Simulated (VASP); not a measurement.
**Ti: single point with PBEsol**

Crystal: Ti.

```xyz
2
Lattice="2.6576 0.0000 0.0000 -1.3288 2.3015 0.0000 0.0000 0.0000 5.4685" Properties=species:S:1:pos:R:3 pbc="T T T"
Ti    0.0000    1.5343    1.3671
Ti    1.3288    0.7672    4.1014
```

This cell differs from its parent crystal: ratio of the length along z to the lengths across it x 1.3, volume and fractional coordinates fixed.

| Property | Result |
| --- | --- |
| Program | VASP 6.6.1 |
| Task | single point |
| Functional | PBEsol |
| Potentials or basis | VASP PAW PBE potentials, release 64 (Ti_sv) |
| Cutoff | 520 eV |
| k mesh | 24 × 24 × 14 |
| Occupations | gaussian, width 0.15 eV |
| Spin | no spin polarisation |
| Dipole correction | no |
| Further INCAR settings | ALGO = Fast; EDIFF = 1e-06; NBANDS = 19 |

```yaml
Pressure: -0.4 GPa
Band_gap_on_the_k_mesh: zero (bands 12 and 13 overlap by 0.14 eV)
```

Stress tensor (GPa, compression positive):
```
  6.04   0.00   0.00
  0.00   6.04   0.00
  0.00   0.00 -13.24
```

Levels at points of the mesh, in eV from the Fermi level:
```tsv
k point	band 10	band 11	band 12	band 13	band 14	band 15
(0.00, 0.00, 0.00)	-2.99	-0.90	-0.53	1.19	1.19	1.36
(0.50, 0.00, 0.00)	-2.26	-1.96	-0.14	0.74	0.83	2.03
(0.00, 0.00, 0.50)	-4.70	-0.83	-0.83	1.25	1.25	1.25
(0.50, 0.00, 0.50)	-2.51	-1.26	-1.26	2.11	2.11	2.72
```

It took 13 min on 1 thread of Intel Xeon 8259CL, with other jobs on the host, peak memory 0.35 GiB.

Caveat: the PAW data sets were made with another functional, which shifts forces and pressure a little.
